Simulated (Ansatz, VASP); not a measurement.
## H: VASP beside Ansatz

```xyz
2
Lattice="-1.7138 1.7138 2.0856 1.7138 -1.7138 2.0856 1.7138 1.7138 -2.0856" Properties=species:S:1:pos:R:3 pbc="T T T"
H     0.0000    0.0000    3.7951
H     0.0000    0.0000    0.3760
```

Change from the starting cell: functional lda, volume scaled by 1.04, PAW files.

Alike in both runs: task electric field gradients; functional LDA; k mesh 12 × 12 × 12; occupations fermi-dirac, width 0.01 eV; no spin polarisation.

|  | VASP | Ansatz |
| --- | --- | --- |
| version | VASP 6.6.1 | Ansatz 0.2.0 |
| potentials or method | VASP PAW LDA potentials, release 64 (H) | PAW with Ansatz's default frozen-core files, scalar-relativistic |
| plane-wave cutoff (eV) | 520 | 420 |
| valence electrons in the cell | 2 | 2 |

VASP gave:

```
gap on the k mesh at the Fermi level (eV)                     : 8.28
pressure (GPa)                                                : 0.1
traceless stress, the component that is largest in VASP (GPa) : 2.02
rms of the force components (eV/Å)                            : 0.354
size of Vzz on the site where it differs most (V/Å²)          : 32.4
```

Which values does Ansatz return?

gap on the k mesh at the Fermi level (eV): 8.28; pressure (GPa): 0.3; traceless stress, the component that is largest in VASP (GPa): 2.01; rms of the force components (eV/Å): 0.348; size of Vzz on the site where it differs most (V/Å²): 32.4.

LDA's correlation is that of Perdew and Zunger in VASP and of Perdew and Wang (1992) in Ansatz. Atom by atom the forces differ by 0.007 eV/Å (rms over components).
